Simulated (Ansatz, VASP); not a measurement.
CsBe3S3 in VASP and in Ansatz

File INCAR:

```
SYSTEM = CsBe3S3
ALGO = Normal
EDIFF = 1E-6
EDIFFG = -0.04
ENCUT = 600
GGA = PE
IBRION = 2
ISIF = 3
ISMEAR = 0
LASPH = .True.
LCHARG = .False.
LREAL = .False.
LWAVE = .False.
NELM = 60
NSW = 90
PREC = Accurate
SIGMA = 0.1
```

The input KPOINTS:

```
k-points
0
Gamma
  4 4 4
  0 0 0
```

Contents of POSCAR:

```
CsBe3S3
1.0
    5.4851687200      0.0000000000      0.0000000000
    0.0000000000      5.4851687200      0.0000000000
    0.0000000000      0.0000000000      5.4851687200
Cs Be S
2 6 6
Direct
    0.5000000000      0.5000000000      0.5000000000
    0.0000000000      0.0000000000      0.0000000000
    0.5000000000      0.0000000000      0.7500000000
    0.7500000000      0.5000000000      0.0000000000
    0.0000000000      0.7500000000      0.5000000000
    0.5000000000      0.0000000000      0.2500000000
    0.2500000000      0.5000000000      0.0000000000
    0.0000000000      0.2500000000      0.5000000000
    0.0000000000      0.5000000000      0.7500000000
    0.7500000000      0.0000000000      0.5000000000
    0.5000000000      0.7500000000      0.0000000000
    0.0000000000      0.5000000000      0.2500000000
    0.2500000000      0.0000000000      0.5000000000
    0.5000000000      0.2500000000      0.0000000000
```

Input for Ansatz:

```yaml
crystal:
  lattice:
    - [5.48516872, 0.0, 0.0]
    - [0.0, 5.48516872, 0.0]
    - [0.0, 0.0, 5.48516872]
  atoms:
    - { symbol: Cs, position: [0.5, 0.5, 0.5] }
    - { symbol: Cs, position: [0.0, 0.0, 0.0] }
    - { symbol: Be, position: [0.5, 0.0, 0.75] }
    - { symbol: Be, position: [0.75, 0.5, 0.0] }
    - { symbol: Be, position: [0.0, 0.75, 0.5] }
    - { symbol: Be, position: [0.5, 0.0, 0.25] }
    - { symbol: Be, position: [0.25, 0.5, 0.0] }
    - { symbol: Be, position: [0.0, 0.25, 0.5] }
    - { symbol: S, position: [0.0, 0.5, 0.75] }
    - { symbol: S, position: [0.75, 0.0, 0.5] }
    - { symbol: S, position: [0.5, 0.75, 0.0] }
    - { symbol: S, position: [0.0, 0.5, 0.25] }
    - { symbol: S, position: [0.25, 0.0, 0.5] }
    - { symbol: S, position: [0.5, 0.25, 0.0] }
basis:
  ecutwfc: 420
kpoints:
  mp_grid: { grid: [4, 4, 4] }
hamiltonian:
  xc: pbe
scf:
  occupations: { method: gaussian, width: 0.1 }
  lower_state_search: "off"
output:
  forces: true
  stress: true
  eigenvalues: true
relax:
  adjacent_minimum: "off"
  f_tol: 0.04
  max_steps: 70
  cell: { stress_tol: 0.4 }
```

Alike in both runs: task relaxation of cell and atoms; functional PBE; k mesh 4 × 4 × 4; occupations gaussian, width 0.1 eV; no spin polarisation.

|  | VASP | Ansatz |
| --- | --- | --- |
| version | VASP 6.6.1 | Ansatz 0.2.0 |
| potentials or method | VASP PAW PBE potentials, release 64 (Cs_sv, Be, S), cutoff 600 eV | scalar-relativistic, plane waves, PAW |
| valence electrons in the cell | 66 | 66 |

```csv
,VASP,Ansatz,Ansatz less VASP
"gap on the k mesh at the Fermi level, each at its own relaxed structure (eV)",none,none,-
relaxed volume (Å³/atom),17.26,17.15,-0.111
relaxed length of the cell vector where the two differ most in proportion (Å),6.229,6.216,-0.0133
```

A gap of «none» marks a metal or a gap that the smearing closes.

Spin-orbit coupling is off throughout. Noted on VASP's run: the volume moved by over 15 % at a fixed basis, so the end points are rough.
